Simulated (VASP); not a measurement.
# Pd (I4/mmm) in VASP: a series of runs, part 2 of 2

VASP 6.6.1. The steps go on from the part before.

## 4. Single point, PBEsol

This run uses another cell than the first one, of the same volume but with other edges.

INCAR reads:

```
SYSTEM = Pd
PREC = Accurate
ENCUT = 520
EDIFF = 1E-6
ISMEAR = 0
SIGMA = 0.15
LREAL = .False.
LASPH = .True.
NELM = 100
ALGO = Fast
ISIF = 2
LWAVE = .False.
LCHARG = .False.
GGA = PS
NBANDS = 11
```

KPOINTS reads:

```
regular mesh
0
Gamma
  24 24 24
  0 0 0
```

POSCAR reads:

```
Pd
1.0
    0.0000000000      1.8840816275      2.0724897903
    1.8840816275      0.0000000000      2.0724897903
    1.8840816275      1.8840816275      0.0000000000
Pd
1
Direct
    0.0000000000      0.0000000000      0.0000000000
```

Potentials or basis: VASP PAW PBE potentials, release 64 (Pd).

The run is started by

```bash
$ cat potpaw_PBE.64/Pd/POTCAR > POTCAR
$ mpirun -np 1 vasp_std > vasp.out
```

OUTCAR:

```text
SYSTEM = Pd
   PREC = Accurate
   ENCUT = 520
   EDIFF = 1E-6
   ISMEAR = 0
   LREAL = .False.
   LASPH = .True.
   NELM = 100
   ISIF = 2
   GGA = PS

 ion  position               nearest neighbor table
   1  0.000  0.000  0.000-

  LATTYP: Found a body centered tetragonal cell.
 ALAT       =     2.6644937902
 C/A-ratio  =     1.5556349186

  Lattice vectors:

 A1 = (  -1.8840816275,   0.0000000000,   2.0724897903)
 A2 = (   1.8840816275,   0.0000000000,   2.0724897903)
 A3 = (   0.0000000000,   1.8840816275,  -2.0724897903)

Analysis of symmetry for initial positions (statically):
=====================================================================
 Subroutine PRICEL returns:
 Original cell was already a primitive cell.

 Routine SETGRP: Setting up the symmetry group for a
 body centered tetragonal supercell.

 Subroutine GETGRP returns: Found 16 space group operations
 (whereof 16 operations were pure point group operations)
 out of a pool of 16 trial point group operations.

The static configuration has the point symmetry D_4h.

Analysis of symmetry for dynamics (positions and initial velocities):
=====================================================================
 Subroutine PRICEL returns:
 Original cell was already a primitive cell.

 Routine SETGRP: Setting up the symmetry group for a
 body centered tetragonal supercell.

 Subroutine GETGRP returns: Found 16 space group operations
 (whereof 16 operations were pure point group operations)
 out of a pool of 16 trial point group operations.

The dynamic configuration has the point symmetry D_4h.

 Subroutine INISYM returns: Found 16 space group operations
 (whereof 16 operations are pure point group operations),
 and found     1 'primitive' translations

----------------------------------------------------------------------------------------

                                     Primitive cell

  volume of cell :      14.7137

  direct lattice vectors                    reciprocal lattice vectors
     0.000000000  1.884081628  2.072489790    -0.265381283  0.265381283  0.241255712
     1.884081628  0.000000000  2.072489790     0.265381283 -0.265381283  0.241255712
     1.884081628  1.884081628  0.000000000     0.265381283  0.265381283 -0.241255712

  length of vectors
     2.800888700  2.800888700  2.664493790     0.446160027  0.446160027  0.446160027

  position of ions in fractional coordinates (direct lattice)
     0.000000000  0.000000000  0.000000000

  ion indices of the primitive-cell ions
   primitive index   ion index
                 1           1

----------------------------------------------------------------------------------------

 KPOINTS: regular mesh

Automatic generation of k-mesh.
 Grid dimensions read from file:
 generate k-points for:   24   24   24

 Generating k-lattice:

  Cartesian coordinates                     Fractional coordinates (reciprocal lattice)
    -0.011057553  0.011057553  0.010052321     0.041666667 -0.000000000  0.000000000
     0.011057553 -0.011057553  0.010052321    -0.000000000  0.041666667  0.000000000
     0.011057553  0.011057553 -0.010052321     0.000000000  0.000000000  0.041666667

  Length of vectors
     0.018590001  0.018590001  0.018590001

  Shift w.r.t. Gamma in fractional coordinates (k-lattice)
     0.000000000  0.000000000  0.000000000

 Subroutine IBZKPT returns following result:
 ===========================================

 Found   1063 irreducible k-points:

 Following reciprocal coordinates:
            Coordinates               Weight
  0.000000  0.000000  0.000000      1.000000
  0.041667 -0.000000  0.000000      8.000000
  0.083333 -0.000000  0.000000      8.000000
  0.125000 -0.000000  0.000000      8.000000
  0.166667  0.000000  0.000000      8.000000
  0.208333  0.000000  0.000000      8.000000
[... 16 lines left out ...]
  0.416667  0.041667  0.000000      8.000000
  0.458333  0.041667  0.000000      8.000000
 [... further k-points ...]
   k-points           NKPTS =   1063   k-points in BZ     NKDIM =   1063   number of bands    NBANDS=     11
   number of dos      NEDOS =    301   number of ions     NIONS =      1
   total plane-waves  NPLWV =  11520
   dimension x,y,z NGX =    24 NGY =   24 NGZ =   20
   dimension x,y,z NGXF=    48 NGYF=   48 NGZF=   40
   ions per type =               1
   NGX,Y,Z   is equivalent  to a cutoff of  14.25, 14.25, 12.48 a.u.
   NGXF,Y,Z  is equivalent  to a cutoff of  28.49, 28.49, 24.96 a.u.
 SYSTEM =  Pd
   PREC   = accura    normal or accurate (medium, high low for compatibility)
   ISTART =      0    job   : 0-new  1-cont  2-samecut
   ICHARG =      2    charge: 1-file 2-atom 10-const
   ISPIN  =      1    spin polarized calculation?
   LNONCOLLINEAR =      F non collinear calculations
   LSORBIT =      F    spin-orbit coupling
   LASPH  =      T    aspherical Exc in radial PAW
   ENCUT  =  520.0 eV  38.22 Ry    6.18 a.u.   5.21  5.21  4.95*2*pi/ulx,y,z
   NELM   =    100;   NELMIN=  2; NELMDL= -5     # of ELM steps
   EDIFF  = 0.1E-05   stopping-criterion for ELM
   LREAL  =      F    real-space projection
   EDIFFG = 0.1E-04   stopping-criterion for IOM
   NSW    =      0    number of steps for IOM
   IBRION =     -1    ionic relax: 0-MD 1-quasi-New 2-CG
   NFREE  =      0    steps in history (QN), initial steepest desc. (CG)
   ISIF   =      2    stress and relaxation
   ISYM   =      2    0-nonsym 1-usesym 2-fastsym
   POTIM  = 0.5000    time-step for ionic-motion
   TEBEG  =    0.0;   TEEND  =   0.0 temperature during run
   PSTRESS=    0.0 pullay stress
   NELECT =      10.0000    total number of electrons
   NUPDOWN=      -1.0000    fix difference up-down
   EMIN   =  10.00;   EMAX   =-10.00  energy-range for DOS
   EFERMI =   0.00;   METHOD = LEGACY
   ISMEAR =     0;   SIGMA  =   0.15  broadening in eV -4-tet -1-fermi 0-gaus
   EFERMI_NEDOS =   21; number of points for ismear=-14 and -15
   IALGO  =     68    algorithm
   IMIX   =      4    mixing-type and parameters
     AMIX     =   0.40;   BMIX     =  1.00
     AMIX_MAG =   1.60;   BMIX_MAG =  1.00
  volume/ion in A,a.u.               =      14.71        99.29
  Fermi-wavevector in a.u.,A,eV,Ry     =   1.439354  2.719984 28.187725  2.071739
  Thomas-Fermi vector in A             =   2.558219
   LORBIT       =      0    0 simple, 1 ext, 2 COOP (PROOUT), +10 PAW based schemes
   GGA     = PS    functional components
   LHFCALC =     F    Hartree Fock is set to
   AEXX    =    0.0000 exact exchange contribution
   IVDW    =     0    specifies the selected vdW correction
   LEPSILON=     F    determine dielectric tensor
   LRPA    =     F    only Hartree local field effects (RPA)
 non-spin polarized calculation
 RMM-DIIS sequential band-by-band and
 Gauss-broadening in eV      SIGMA  =   0.15
  energy-cutoff  :      520.00
  volume of cell :       14.71
 maximum number of plane-waves:       410
 NGX is ok and might be reduce to    24

 number of electron      10.0000000 magnetization

 Free energy of the ion-electron system (eV)
  ---------------------------------------------------
  ext. energy  EPLUGINS =         0.00000000
  ---------------------------------------------------
  free energy    TOTEN  =        -5.95286887 eV

  energy without entropy =       -5.92936846  energy(sigma->0) =       -5.94111866

 E-fermi :   9.6613     XC(G=0): -13.3928

 val. band max:        9.6611354410   @ k =   0.3333   0.0000   0.3333
 cond. band min:       9.6619478210   @ k =   0.4167   0.0000   0.0000
 fundamental gap:      0.0008123801
 Fermi energy:         9.6612884485

 k-point     1 :       0.0000    0.0000    0.0000
  band No.  band energies     occupation
      1       2.4068      2.00000
      2       6.1930      2.00000
      3       7.1572      2.00000
      4       7.1572      2.00000
      5       7.8989      2.00000
      6       8.8959      2.00000
      7      26.9425      0.00000
      8      30.1341      0.00000
      9      32.3291      0.00000
     10      32.3291      0.00000
     11      36.7655      0.00000
[... 309 lines left out ...]
 k-point    24 :       0.4583    0.0417    0.0000
  band No.  band energies     occupation
      1       4.3726      2.00000
      2       6.3364      2.00000
      3       7.2532      2.00000
      4       9.2321      1.99995
      5       9.4626      1.93903
      6      10.5085      0.00000
      7      17.7340      0.00000
      8      25.9088      0.00000
      9      30.3241      0.00000
     10      31.6054      0.00000
     11      35.7715      0.00000

 [... further k-points ...]

------------------------ aborting loop because EDIFF is reached ----------------------------------------

  FORCE on cell =-STRESS in cart. coord.  units (eV):
  Direction    XX          YY          ZZ          XY          YZ          ZX
  --------------------------------------------------------------------------------------
  -------------------------------------------------------------------------------------
  Total        0.0700714      0.0700714     -0.6093622      0.0000000      0.0000000     -0.0000000
  in kB        7.6300880      7.6300880    -66.3535630      0.0000000      0.0000000     -0.0000000
  external PRESSURE =     -17.0311290 kB  Pullay stress =       0.0000000 kB

 VOLUME and BASIS-vectors are now :
 -----------------------------------------------------------------------------
  energy-cutoff  :      520.00
  volume of cell :       14.71
      direct lattice vectors                 reciprocal lattice vectors
     0.000000000  1.884081628  2.072489790    -0.265381283  0.265381283  0.241255712
     1.884081628  0.000000000  2.072489790     0.265381283 -0.265381283  0.241255712
     1.884081628  1.884081628  0.000000000     0.265381283  0.265381283 -0.241255712

 POSITION                                       TOTAL-FORCE (eV/Angst)
 -----------------------------------------------------------------------------------
      0.00000      0.00000      0.00000        -0.000000      0.000000      0.000000
 -----------------------------------------------------------------------------------
    total drift:                                0.000000      0.000000     -0.000000

  FREE ENERGIE OF THE ION-ELECTRON SYSTEM (eV)
  ---------------------------------------------------
  free  energy   TOTEN  =        -5.9528688682 eV

  energy  without entropy=       -5.9293684616  energy(sigma->0) =       -5.94111866
```

It took 84 s on 1 thread of Intel Xeon Platinum 8488C (Sapphire Rapids), shared host; peak memory 0.28 GiB.

Results:

```yaml
Free_energy: -5.9529 eV
Pressure: -1.7 GPa
Band_gap_on_the_k_mesh: zero (bands 5 and 6 overlap by 1.86 eV)
```

Stress tensor (GPa, compression positive):
```
 0.76  0.00  0.00
 0.00  0.76  0.00
 0.00  0.00 -6.64
```

Levels at points of the mesh, in eV from the Fermi level:
```csv
k point,band 3,band 4,band 5,band 6,band 7,band 8
"(0.00, 0.00, 0.00)",-2.50,-2.50,-1.76,-0.77,17.28,20.47
"(0.50, 0.00, 0.00)",-2.48,-0.18,0.15,0.95,7.34,16.14
"(0.50, 0.50, 0.00)",0.02,0.26,0.26,2.10,9.10,14.36
"(0.50, 0.00, 0.50)",-0.11,-0.06,0.66,3.91,11.62,12.37
```

Caveat: the PAW data sets were made with another functional, which shifts forces and pressure a little.

## 5. Single point, PBEsol

This run uses another cell than the first one, of the same volume but with other edges.

INCAR reads:

```
  PREC = Accurate
  ENCUT = 520
  EDIFF = 1E-6
  ISMEAR = 0
  SIGMA = 0.15
  LREAL = F
  LASPH = T
  NELM = 60
  ALGO = Fast
  ISIF = 2
  LWAVE = F
  LCHARG = F
  GGA = PS
  NBANDS = 11
```

KPOINTS reads:

```
Automatic mesh
0
Gamma
  24 24 24
```

POSCAR reads:

```
Pd
1.0
    0.0000000000      2.2452230429      1.4593949779
    2.2452230429      0.0000000000      1.4593949779
    2.2452230429      2.2452230429      0.0000000000
Pd
1
Direct
    0.0000000000      0.0000000000      0.0000000000
```

Potentials or basis: VASP PAW PBE potentials, release 64 (Pd).

The run is started by

```bash
$ cat potpaw_PBE.64/Pd/POTCAR > POTCAR
$ mpirun -np 1 vasp_std > vasp.out
```

OUTCAR:

```text
PREC = Accurate
   ENCUT = 520
   EDIFF = 1E-6
   ISMEAR = 0
   LREAL = F
   LASPH = T
   NELM = 60
   ISIF = 2
   GGA = PS

 ion  position               nearest neighbor table
   1  0.000  0.000  0.000-

  LATTYP: Found a body centered tetragonal cell.
 ALAT       =     3.1752248778
 C/A-ratio  =     0.9192388156

  Lattice vectors:

 A1 = (   0.0000000000,  -2.2452230429,  -1.4593949779)
 A2 = (   0.0000000000,   2.2452230429,  -1.4593949779)
 A3 = (   2.2452230429,   0.0000000000,   1.4593949779)

[... 514 lines left out ...]
     11      34.7306      0.00000

 [... further k-points ...]

------------------------ aborting loop because EDIFF is reached ----------------------------------------

  FORCE on cell =-STRESS in cart. coord.  units (eV):
  Direction    XX          YY          ZZ          XY          YZ          ZX
  --------------------------------------------------------------------------------------
  -------------------------------------------------------------------------------------
  Total       -0.0523304     -0.0523304     -0.1610351      0.0000000     -0.0000000     -0.0000000
  in kB       -5.6982684     -5.6982684    -17.5351376      0.0000000     -0.0000000     -0.0000000
  external PRESSURE =      -9.6438914 kB  Pullay stress =       0.0000000 kB

 VOLUME and BASIS-vectors are now :
 -----------------------------------------------------------------------------
  energy-cutoff  :      520.00
  volume of cell :       14.71
      direct lattice vectors                 reciprocal lattice vectors
     0.000000000  2.245223043  1.459394978    -0.222695024  0.222695024  0.342607730
     2.245223043  0.000000000  1.459394978     0.222695024 -0.222695024  0.342607730
     2.245223043  2.245223043  0.000000000     0.222695024  0.222695024 -0.342607730

 POSITION                                       TOTAL-FORCE (eV/Angst)
 -----------------------------------------------------------------------------------
      0.00000      0.00000      0.00000         0.000000      0.000000      0.000000
 -----------------------------------------------------------------------------------
    total drift:                               -0.000000      0.000000      0.000000

  FREE ENERGIE OF THE ION-ELECTRON SYSTEM (eV)
  ---------------------------------------------------
  free  energy   TOTEN  =        -5.9184375029 eV

  energy  without entropy=       -5.9033948715  energy(sigma->0) =       -5.91091619
```

OSZICAR:

```text
N       E                     dE             d eps       ncg     rms          rms(c)
DAV:   1     0.413270630757E+02    0.41327E+02   -0.51381E+03 23554   0.854E+02
DAV:   2    -0.574058507652E+01   -0.47068E+02   -0.45598E+02 26257   0.182E+02
DAV:   3    -0.628510017389E+01   -0.54452E+00   -0.54285E+00 28332   0.210E+01
DAV:   4    -0.628746279772E+01   -0.23626E-02   -0.23624E-02 28247   0.144E+00
DAV:   5    -0.628748777786E+01   -0.24980E-04   -0.24979E-04 30098   0.134E-01    0.830E+00
RMM:   6    -0.593523244495E+01    0.35226E+00   -0.46719E-01 24684   0.632E+00    0.372E+00
RMM:   7    -0.592292692964E+01    0.12306E-01   -0.92240E-03 27405   0.110E+00    0.197E+00
RMM:   8    -0.591843883698E+01    0.44881E-02   -0.14611E-03 28707   0.378E-01    0.106E-01
RMM:   9    -0.591842960566E+01    0.92313E-05   -0.15832E-04 31248   0.103E-01    0.212E-02
RMM:  10    -0.591843617695E+01   -0.65713E-05   -0.43223E-05 30942   0.477E-02    0.821E-03
RMM:  11    -0.591843717892E+01   -0.10020E-05   -0.13254E-05 30022   0.244E-02    0.754E-03
RMM:  12    -0.591843750288E+01   -0.32396E-06   -0.33826E-06 24876   0.136E-02
   1 F= -.59184375E+01 E0= -.59109162E+01  d E =-.150426E-01
```

stdout:

```text
POSCAR found type information on POSCAR Pd
 POSCAR found :  1 types and       1 ions
 scaLAPACK will be used
 -----------------------------------------------------------------------------
|                                                                             |
|                                                                             |
|     You enforced a specific xc type in the INCAR file but a different       |
|     I HOPE YOU KNOW WHAT YOU ARE DOING!                                     |
|                                                                             |
 -----------------------------------------------------------------------------

 LDA part: xc-table for (Slater+PW92), standard interpolation
 POSCAR, INCAR and KPOINTS ok, starting setup
 FFT: planning ... GRIDC
 FFT: planning ... GRID_SOFT
 FFT: planning ... GRID
 WAVECAR not read
 entering main loop
```

It took 1.7 min on 1 thread of Intel Xeon Platinum 8488C (Sapphire Rapids), shared host; peak memory 0.28 GiB.

Results:

```
Free energy            : -5.9184 eV
Pressure               : -1.0 GPa
Band gap on the k mesh : zero (bands 5 and 6 overlap by 1.65 eV)
```

Caveat: the PAW data sets were made with another functional, which shifts forces and pressure a little.

## 6. Single point, PBEsol

This run uses another cell than the first one, of the same volume but with other edges.

INCAR reads:

```
SYSTEM = Pd
ALGO = Fast ; EDIFF = 1E-7
ENCUT = 520 ; GGA = PS
ISIF = 2 ; ISMEAR = 0
LASPH = .True. ; LCHARG = .False.
LREAL = .False. ; LWAVE = .False.
NBANDS = 11 ; NELM = 80
PREC = Accurate ; SIGMA = 0.15
```

KPOINTS reads:

```
k-points
0
Gamma
  24 24 24
  0 0 0
```

POSCAR reads:

```
Pd
1.0
    0.0000000000      1.6990266459      2.5485399688
    1.6990266459      0.0000000000      2.5485399688
    1.6990266459      1.6990266459      0.0000000000
Pd
1
Direct
    0.0000000000      0.0000000000      0.0000000000
```

Potentials or basis: VASP PAW PBE potentials, release 64 (Pd).

The run is started by

```bash
$ cat potpaw_PBE.64/Pd/POTCAR > POTCAR
$ mpirun -np 1 vasp_std > vasp.out
```

Wall time 1.9 min (1 thread of Intel Xeon Platinum 8488C (Sapphire Rapids), shared host); peak memory 0.28 GiB.

It converged, with:

| Property | Result |
| --- | --- |
| Free energy | -5.3271 eV |
| Pressure | 20.2 GPa |
| Band gap on the k mesh | zero (bands 5 and 6 overlap by 3.24 eV) |

Stress tensor (GPa, compression positive):
```
 41.79   0.00   0.00
  0.00  41.79   0.00
  0.00   0.00 -22.93
```

Levels at points of the mesh, in eV from the Fermi level:
| k point | band 2 | band 3 | band 4 | band 5 | band 6 | band 7 | band 8 | band 9 |
| --- | --- | --- | --- | --- | --- | --- | --- | --- |
| (0.00, 0.00, 0.00) | -5.61 | -3.90 | -1.08 | -1.08 | 0.41 | 15.12 | 19.45 | 24.38 |
| (0.50, 0.00, 0.00) | -4.62 | -1.82 | -0.10 | -0.10 | 1.34 | 8.28 | 12.51 | 21.53 |
| (0.50, 0.50, 0.00) | -5.93 | -0.55 | 0.08 | 0.08 | 0.53 | 4.45 | 18.85 | 18.85 |
| (0.50, 0.00, 0.50) | -4.57 | -1.89 | -0.49 | 2.13 | 6.48 | 11.49 | 12.78 | 14.45 |

Caveat: the cell stands under pressure; the PAW data sets were made with another functional, which shifts forces and pressure a little.

## 7. The runs side by side

```tsv
cell	further INCAR settings	gap on the mesh (eV)	pressure (GPa)
a = 2.923, b = 2.923, c = 2.520 Å, angles 64.5, 64.5, 51.1°, 1 atom	ALGO = Fast; EDIFF = 1e-06; NBANDS = 11	none	5.2
a = 2.717, b = 2.717, c = 2.828 Å, angles 58.6, 58.6, 62.7°, 1 atom	ALGO = Fast; EDIFF = 1e-06; NBANDS = 11	none	-2.1
a = 2.801, b = 2.801, c = 2.664 Å, angles 61.6, 61.6, 56.8°, 1 atom	ALGO = Fast; EDIFF = 1e-06; NBANDS = 11	none	-1.7
a = 2.678, b = 2.678, c = 3.175 Å, angles 53.6, 53.6, 72.7°, 1 atom	ALGO = Fast; EDIFF = 1e-06; NBANDS = 11	none	-1.0
a = 3.063, b = 3.063, c = 2.403 Å, angles 66.9, 66.9, 46.2°, 1 atom	ALGO = Fast; EDIFF = 1e-07; NBANDS = 11	none	20.2
```

Alike in all rows: task single point; level PBEsol; potentials or basis VASP PAW PBE potentials, release 64 (Pd); no spin polarisation; k mesh 24 × 24 × 24; cutoff (eV) 520; smearing gaussian 0.15 eV.

Caveats: the PAW data sets were made with another functional, which shifts forces and pressure a little; the cell stands under pressure (at least some runs).

Total energies depend on the potentials used, so only differences within one code and one set of settings carry meaning.
